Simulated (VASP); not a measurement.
# Ta3P4 (I4/mmm) in VASP: single point with PBE

Aim: the single point of Ta3P4 with PBE.

Everything below comes from runs of VASP 6.6.1. Logs are shortened: lines on timing, memory, paths and dates and some standing lists are left out, and cuts for length are marked.

## (1) The cell of the first run

Symmetry: I4/mmm, No. 139, tetragonal system. Conventional cell: a = 3.282 Å, b = 3.282 Å, c = 19.626 Å, α = 90.00°, β = 90.00°, γ = 90.00°. Ta (site symmetry 4/mmm) has 10 P at 2.67 to 2.92 Å and 4 Ta at 3.28 Å within 3.5 Å. Within 3.3 Å of Ta (site symmetry 4mm) lie 6 P at 2.52 to 2.98 Å and 8 Ta at 3.06 to 3.28 Å. Within 3.3 Å of P (site symmetry 4mm) lie 6 Ta at 2.52 to 2.98 Å and 8 P at 2.82 to 3.28 Å. Within 3.4 Å of P (site symmetry 4mm) lie 5 Ta at 2.58 to 2.67 Å and 9 P at 2.65 to 3.28 Å.

## (2) Single point, PBE

INCAR reads:

```
PREC = Accurate ; ENCUT = 520
EDIFF = 1E-6 ; ISMEAR = 0
SIGMA = 0.1 ; LREAL = False
LASPH = True ; NELM = 60
ALGO = Normal ; ISIF = 2
LWAVE = False ; LCHARG = True
GGA = PE ; LELF = True
LVHAR = True ; NBANDS = 36
```

KPOINTS reads:

```
Automatic mesh
0
Gamma
  16 16 16
```

POSCAR reads:

```
Ta3P4
1.0
   -1.6408423806      1.6408423806      9.8130562300
    1.6408423806     -1.6408423806      9.8130562300
    1.6408423806      1.6408423806     -9.8130562300
Ta P
3 4
Direct
    0.0000000000      0.0000000000      0.0000000000
    0.3008823503      0.3008823503      0.0000000000
    0.6991176497      0.6991176497      0.0000000000
    0.8510104499      0.8510104499      0.0000000000
    0.1489895501      0.1489895501      0.0000000000
    0.5674056054      0.5674056054      0.0000000000
    0.4325943946      0.4325943946      0.0000000000
```

Potentials or basis: VASP PAW PBE potentials, release 64 (Ta_pv, P).

The run is started by

```sh
cat potpaw_PBE.64/Ta_pv/POTCAR potpaw_PBE.64/P/POTCAR > POTCAR
mpirun -np 1 vasp_std > vasp.out
```

OUTCAR:

```text
PREC = Accurate
   ENCUT = 520
   EDIFF = 1E-6
   ISMEAR = 0
   LREAL = False
   LASPH = True
   NELM = 60
   ISIF = 2
   GGA = PE

 ion  position               nearest neighbor table
   1  0.000  0.000  0.000-   6 2.67   6 2.67   6 2.67   7 2.67   6 2.67   7 2.67   7 2.67   7 2.67
                             4 2.92   5 2.92
   2  0.301  0.301  0.000-   4 2.52   4 2.52   4 2.52   4 2.52   7 2.58   5 2.98   3 3.06   3 3.06
                             3 3.06   3 3.06
   3  0.699  0.699  0.000-   5 2.52   5 2.52   5 2.52   5 2.52   6 2.58   4 2.98   2 3.06   2 3.06
                             2 3.06   2 3.06
   4  0.851  0.851  0.000-   2 2.52   2 2.52   2 2.52   2 2.52   7 2.82   7 2.82   7 2.82   7 2.82
                             1 2.92   3 2.98
   5  0.149  0.149  0.000-   3 2.52   3 2.52   3 2.52   3 2.52   6 2.82   6 2.82   6 2.82   6 2.82
                             1 2.92   2 2.98
   6  0.567  0.567  0.000-   3 2.58   7 2.65   1 2.67   1 2.67   1 2.67   1 2.67   5 2.82   5 2.82
                             5 2.82   5 2.82
   7  0.433  0.433  0.000-   2 2.58   6 2.65   1 2.67   1 2.67   1 2.67   1 2.67   4 2.82   4 2.82
                             4 2.82   4 2.82

  LATTYP: Found a body centered tetragonal cell.
 ALAT       =     3.2816847612
 C/A-ratio  =     5.9804990083

  Lattice vectors:

 A1 = (  -1.6408423806,   1.6408423806,   9.8130562300)
 A2 = (   1.6408423806,  -1.6408423806,   9.8130562300)
 A3 = (   1.6408423806,   1.6408423806,  -9.8130562300)

Analysis of symmetry for initial positions (statically):
=====================================================================
 Subroutine PRICEL returns:
 Original cell was already a primitive cell.

 Routine SETGRP: Setting up the symmetry group for a
 body centered tetragonal supercell.

 Subroutine GETGRP returns: Found 16 space group operations
 (whereof 16 operations were pure point group operations)
 out of a pool of 16 trial point group operations.

The static configuration has the point symmetry D_4h.

Analysis of symmetry for dynamics (positions and initial velocities):
=====================================================================
 Subroutine PRICEL returns:
 Original cell was already a primitive cell.

 Routine SETGRP: Setting up the symmetry group for a
 body centered tetragonal supercell.

 Subroutine GETGRP returns: Found 16 space group operations
 (whereof 16 operations were pure point group operations)
 out of a pool of 16 trial point group operations.

The dynamic configuration has the point symmetry D_4h.

 Subroutine INISYM returns: Found 16 space group operations
 (whereof 16 operations are pure point group operations),
 and found     1 'primitive' translations

----------------------------------------------------------------------------------------

                                     Primitive cell

  volume of cell :     105.6813

  direct lattice vectors                    reciprocal lattice vectors
    -1.640842381  1.640842381  9.813056230     0.000000000  0.304721530  0.050952526
     1.640842381 -1.640842381  9.813056230     0.304721530  0.000000000  0.050952526
     1.640842381  1.640842381 -9.813056230     0.304721530  0.304721530  0.000000000

  length of vectors
    10.083689801 10.083689801 10.083689801     0.308952052  0.308952052  0.430941320

  position of ions in fractional coordinates (direct lattice)
     0.000000000  0.000000000  0.000000000
     0.300882350  0.300882350  0.000000000
     0.699117650  0.699117650  0.000000000
     0.851010450  0.851010450  0.000000000
     0.148989550  0.148989550  0.000000000
     0.567405605  0.567405605  0.000000000
     0.432594395  0.432594395  0.000000000

  ion indices of the primitive-cell ions
   primitive index   ion index
                 1           1
                 2           2
                 3           3
                 4           4
                 5           5
                 6           6
                 7           7

----------------------------------------------------------------------------------------

 KPOINTS: Automatic mesh

Automatic generation of k-mesh.
 Grid dimensions read from file:
 generate k-points for:   16   16   16

 Generating k-lattice:

  Cartesian coordinates                     Fractional coordinates (reciprocal lattice)
     0.000000000  0.019045096  0.003184533     0.062500000 -0.000000000  0.000000000
     0.019045096  0.000000000  0.003184533    -0.000000000  0.062500000  0.000000000
     0.019045096  0.019045096  0.000000000     0.000000000  0.000000000  0.062500000

  Length of vectors
     0.019309503  0.019309503  0.026933832

  Shift w.r.t. Gamma in fractional coordinates (k-lattice)
     0.000000000  0.000000000  0.000000000

 Subroutine IBZKPT returns following result:
 ===========================================

 Found    349 irreducible k-points:

 Following reciprocal coordinates:
            Coordinates               Weight
  0.000000  0.000000  0.000000      1.000000
  0.062500  0.000000 -0.000000      8.000000
  0.125000  0.000000 -0.000000      8.000000
  0.187500  0.000000  0.000000      8.000000
  0.250000  0.000000 -0.000000      8.000000
  0.312500  0.000000  0.000000      8.000000
[... 16 lines left out ...]
 -0.125000  0.062500  0.000000     16.000000
 -0.062500  0.062500  0.000000      4.000000
 [... further k-points ...]
   k-points           NKPTS =    349   k-points in BZ     NKDIM =    349   number of bands    NBANDS=     36
   number of dos      NEDOS =    301   number of ions     NIONS =      7
   total plane-waves  NPLWV = 512000
   dimension x,y,z NGX =    80 NGY =   80 NGZ =   80
   dimension x,y,z NGXF=   160 NGYF=  160 NGZF=  160
   ions per type =               3   4
   NGX,Y,Z   is equivalent  to a cutoff of  13.19, 13.19, 13.19 a.u.
   NGXF,Y,Z  is equivalent  to a cutoff of  26.38, 26.38, 26.38 a.u.
 SYSTEM =  unknown system
   PREC   = accura    normal or accurate (medium, high low for compatibility)
   ISTART =      0    job   : 0-new  1-cont  2-samecut
   ICHARG =      2    charge: 1-file 2-atom 10-const
   ISPIN  =      1    spin polarized calculation?
   LNONCOLLINEAR =      F non collinear calculations
   LSORBIT =      F    spin-orbit coupling
   LASPH  =      T    aspherical Exc in radial PAW
   ENCUT  =  520.0 eV  38.22 Ry    6.18 a.u.  18.75 18.75 18.75*2*pi/ulx,y,z
   NELM   =     60;   NELMIN=  2; NELMDL= -5     # of ELM steps
   EDIFF  = 0.1E-05   stopping-criterion for ELM
   LREAL  =      F    real-space projection
   EDIFFG = 0.1E-04   stopping-criterion for IOM
   NSW    =      0    number of steps for IOM
   IBRION =     -1    ionic relax: 0-MD 1-quasi-New 2-CG
   NFREE  =      0    steps in history (QN), initial steepest desc. (CG)
   ISIF   =      2    stress and relaxation
   ISYM   =      2    0-nonsym 1-usesym 2-fastsym
   POTIM  = 0.5000    time-step for ionic-motion
   TEBEG  =    0.0;   TEEND  =   0.0 temperature during run
   PSTRESS=    0.0 pullay stress
   NELECT =      53.0000    total number of electrons
   NUPDOWN=      -1.0000    fix difference up-down
   EMIN   =  10.00;   EMAX   =-10.00  energy-range for DOS
   EFERMI =   0.00;   METHOD = LEGACY
   ISMEAR =     0;   SIGMA  =   0.10  broadening in eV -4-tet -1-fermi 0-gaus
   EFERMI_NEDOS =   21; number of points for ismear=-14 and -15
   IALGO  =     38    algorithm
   IMIX   =      4    mixing-type and parameters
     AMIX     =   0.40;   BMIX     =  1.00
     AMIX_MAG =   1.60;   BMIX_MAG =  1.00
  volume/ion in A,a.u.               =      15.10       101.88
  Fermi-wavevector in a.u.,A,eV,Ry     =   1.300671  2.457912 23.017588  1.691745
  Thomas-Fermi vector in A             =   2.431855
   LORBIT       =      0    0 simple, 1 ext, 2 COOP (PROOUT), +10 PAW based schemes
   GGA     = PE    functional components
   LHFCALC =     F    Hartree Fock is set to
   AEXX    =    0.0000 exact exchange contribution
   IVDW    =     0    specifies the selected vdW correction
   LEPSILON=     F    determine dielectric tensor
   LRPA    =     F    only Hartree local field effects (RPA)
 non-spin polarized calculation
 Gauss-broadening in eV      SIGMA  =   0.10
  energy-cutoff  :      520.00
  volume of cell :      105.68
 maximum number of plane-waves:      2884
 NGX is ok and might be reduce to    80
   NGX = 37   NGY = 37   NGZ = 37

 number of electron      53.0000000 magnetization

 Free energy of the ion-electron system (eV)
  ---------------------------------------------------
  ext. energy  EPLUGINS =         0.00000000
  ---------------------------------------------------
  free energy    TOTEN  =       -61.42777433 eV

  energy without entropy =      -61.41616666  energy(sigma->0) =      -61.42197049

 E-fermi :   8.6291     XC(G=0): -12.2663

 val. band max:        8.6289076807   @ k =   0.5000   0.5000   0.4375
 cond. band min:       8.6294512195   @ k =   0.5000   0.5000   0.2500
 fundamental gap:      0.0005435388
 Fermi energy:         8.6290896549

 k-point     1 :       0.0000    0.0000    0.0000
  band No.  band energies     occupation
      1     -26.2035      2.00000
      2     -26.1456      2.00000
      3     -26.1456      2.00000
      4     -25.9292      2.00000
      5     -25.7974      2.00000
      6     -25.7974      2.00000
[... 28 lines left out ...]
     35      11.5752      0.00000
     36      13.1239      0.00000

 k-point     2 :       0.0625    0.0000   -0.0000
  band No.  band energies     occupation
      1     -26.2024      2.00000
      2     -26.1550      2.00000
      3     -26.1447      2.00000
      4     -25.9284      2.00000
      5     -25.8123      2.00000
      6     -25.7947      2.00000
[... 28 lines left out ...]
     35      11.6296      0.00000
     36      13.1856      0.00000

 k-point     3 :       0.1250    0.0000   -0.0000
  band No.  band energies     occupation
      1     -26.1992      2.00000
      2     -26.1817      2.00000
      3     -26.1421      2.00000
      4     -25.9273      2.00000
      5     -25.8500      2.00000
      6     -25.7870      2.00000
[... 28 lines left out ...]
     35      12.4979      0.00000
     36      13.3258      0.00000
[... 742 lines left out ...]
 k-point    23 :      -0.1250    0.0625    0.0000
  band No.  band energies     occupation
      1     -26.1981      2.00000
      2     -26.1807      2.00000
      3     -26.1514      2.00000
      4     -25.9263      2.00000
      5     -25.8472      2.00000
      6     -25.8012      2.00000
[... 28 lines left out ...]
     35      12.6252      0.00000
     36      13.3296      0.00000

 k-point    24 :      -0.0625    0.0625    0.0000
  band No.  band energies     occupation
      1     -26.2013      2.00000
      2     -26.1547      2.00000
      3     -26.1534      2.00000
      4     -25.9275      2.00000
      5     -25.8118      2.00000
      6     -25.8072      2.00000
[... 28 lines left out ...]
     35      11.9545      0.00000
     36      13.2512      0.00000

 [... further k-points ...]
[... 5 lines left out ...]
  --------------------------------------------------------------------------------------
  -------------------------------------------------------------------------------------
  Total        0.1018067      0.1018067      0.0160068      0.0000000     -0.0000000      0.0000000
  in kB        1.5434371      1.5434371      0.2426710      0.0000000     -0.0000000      0.0000000
  external PRESSURE =       1.1098484 kB  Pullay stress =       0.0000000 kB

 VOLUME and BASIS-vectors are now :
 -----------------------------------------------------------------------------
  energy-cutoff  :      520.00
  volume of cell :      105.68
      direct lattice vectors                 reciprocal lattice vectors
    -1.640842381  1.640842381  9.813056230     0.000000000  0.304721530  0.050952526
     1.640842381 -1.640842381  9.813056230     0.304721530  0.000000000  0.050952526
     1.640842381  1.640842381 -9.813056230     0.304721530  0.304721530  0.000000000

 POSITION                                       TOTAL-FORCE (eV/Angst)
 -----------------------------------------------------------------------------------
      0.00000      0.00000      0.00000        -0.000000     -0.000000      0.000000
      0.00000      0.00000      5.90515        -0.000000     -0.000000      0.000358
      0.00000      0.00000     13.72096        -0.000000     -0.000000     -0.000358
      0.00000      0.00000     16.70203        -0.000000     -0.000000      0.019177
      0.00000      0.00000      2.92409         0.000000      0.000000     -0.019177
      0.00000      0.00000     11.13597        -0.000000     -0.000000      0.001789
      0.00000      0.00000      8.49015        -0.000000     -0.000000     -0.001789
 -----------------------------------------------------------------------------------
    total drift:                               -0.000000      0.000000      0.000000

  FREE ENERGIE OF THE ION-ELECTRON SYSTEM (eV)
  ---------------------------------------------------
  free  energy   TOTEN  =       -61.4277743309 eV

  energy  without entropy=      -61.4161666553  energy(sigma->0) =      -61.42197049
```

Wall time 1.5 h (1 thread of Intel Xeon 6975P-C (Granite Rapids), shared host); peak memory 1.6 GiB.

What came out:

| Item | Value |
| --- | --- |
| Free energy | -61.4278 eV |
| Pressure | 0.1 GPa |
| Largest force | 0.019 eV/Å |
| Band gap on the k mesh | zero (an odd number of electrons rules out a gap without spin polarisation) |

Forces in eV/Å, atoms in the order of the input:
```
Ta   0.000  0.000  0.000
Ta   0.000  0.000  0.000
Ta   0.000  0.000  0.000
P    0.000  0.000  0.019
P    0.000  0.000 -0.019
P    0.000  0.000  0.002
P    0.000  0.000 -0.002
```

Caveat: spin-orbit coupling is left out, which moves the levels of the heavy elements; an odd number of electrons without spin polarisation forces a metal; a magnetic or distorted state may lie lower.
